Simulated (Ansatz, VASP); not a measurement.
One calculation of TeAs, two programs

File INCAR:

```
ALGO = Normal
EDIFF = 1E-6
ENCUT = 520
GGA = CA
ISIF = 2
ISMEAR = 0
LASPH = T
LCHARG = F
LREAL = F
LWAVE = F
NBANDS = 12
NELM = 100
PREC = Accurate
SIGMA = 0.15
```

KPOINTS

```
k-points
0
Gamma
  16 16 16
```

Contents of POSCAR:

```
TeAs
1.0
   -0.6431354617      2.6834272712      2.6834272712
    2.6834272712     -0.6431354617      2.6834272712
    2.6834272712      2.6834272712     -0.6431354617
Te As
1 1
Direct
    0.5000000000      0.5000000000      0.5000000000
    0.0000000000      0.0000000000      0.0000000000
```

Input for Ansatz:

```yaml
crystal:
  lattice:
    - [-0.6431354617, 2.6834272712, 2.6834272712]
    - [2.6834272712, -0.6431354617, 2.6834272712]
    - [2.6834272712, 2.6834272712, -0.6431354617]
  atoms:
    - { symbol: Te, position: [0.5, 0.5, 0.5] }
    - { symbol: As, position: [0.0, 0.0, 0.0] }
basis:
  ecutwfc: 420
kpoints:
  mp_grid: { grid: [16, 16, 16] }
hamiltonian:
  xc: lda
scf:
  occupations: { method: gaussian, width: 0.15 }
output:
  forces: true
  stress: true
  eigenvalues: true
```

Alike in both runs: task single point; functional LDA; k mesh 16 × 16 × 16; occupations gaussian, width 0.15 eV; no spin polarisation.

|  | VASP | Ansatz |
| --- | --- | --- |
| version | VASP 6.6.1 | Ansatz 0.2.0 |
| potentials or method | VASP PAW LDA potentials, release 64 (Te, As), cutoff 520 eV | scalar-relativistic, plane waves, PAW |
| valence electrons in the cell | 11 | 31 |

Ansatz gave:

| Property | Result |
| --- | --- |
| gap on the k mesh at the Fermi level (eV) | none |
| pressure (GPa) | -6.8 |
| traceless stress, the component that is largest in VASP (GPa) | 2.96 |

Task: Which values does VASP return?

Result: gap on the k mesh at the Fermi level (eV): none; pressure (GPa): -6.8; traceless stress, the component that is largest in VASP (GPa): 2.95.

LDA's correlation is that of Perdew and Zunger in VASP and of Perdew and Wang (1992) in Ansatz. A gap of «none» marks a metal or a gap that the smearing closes. VASP's potentials hold 11 valence electrons a cell and Ansatz's 31, so a difference there can come from the potentials and not from the codes.

Neither program's run includes spin-orbit coupling.
